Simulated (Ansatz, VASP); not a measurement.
**FeS2 in VASP and in Ansatz**

```
Fe S
1.0
     5.34843    0.00000    0.00000
     0.00000    5.34843    0.00000
     0.00000    0.00000    5.34843
Fe S
4 8
Direct
  0.00000 0.50000 0.50000
  0.50000 0.50000 0.00000
  0.50000 0.00000 0.50000
  0.00000 0.00000 0.00000
  0.38499 0.11501 0.88499
  0.11501 0.88499 0.38499
  0.88499 0.38499 0.11501
  0.61501 0.61501 0.61501
  0.38499 0.38499 0.38499
  0.11501 0.61501 0.88499
  0.88499 0.11501 0.61501
  0.61501 0.88499 0.11501
```

Alike in both runs: task single point; functional r2SCAN; k mesh 4 × 4 × 4; no spin polarisation.

|  | VASP | Ansatz |
| --- | --- | --- |
| version | VASP 6.6.1 | Ansatz 0.2.0 |
| potentials or method | VASP PAW PBE potentials, release 64 (Fe, S) | plane waves, PAW |
| plane-wave cutoff (eV) | 660 | 500 |
| occupations | gaussian, width 0.01 eV | fixed |
| valence electrons in the cell | 80 | 112 |

|  | VASP | Ansatz | Ansatz less VASP |
| --- | --- | --- | --- |
| gap on the k mesh at the Fermi level (eV) | 0.94 | 0.92 | -0.025 |
| pressure (GPa) | 5.2 | 5.2 | -0.06 |
| rms of the force components (eV/Å) | 0.001 | 0.041 | +0.0401 |

VASP's potentials were made for PBE, not for r2SCAN. Atom by atom the forces differ by 0.043 eV/Å (rms over components). VASP's potentials hold 80 valence electrons a cell and Ansatz's 112, so a difference there can come from the potentials and not from the codes.
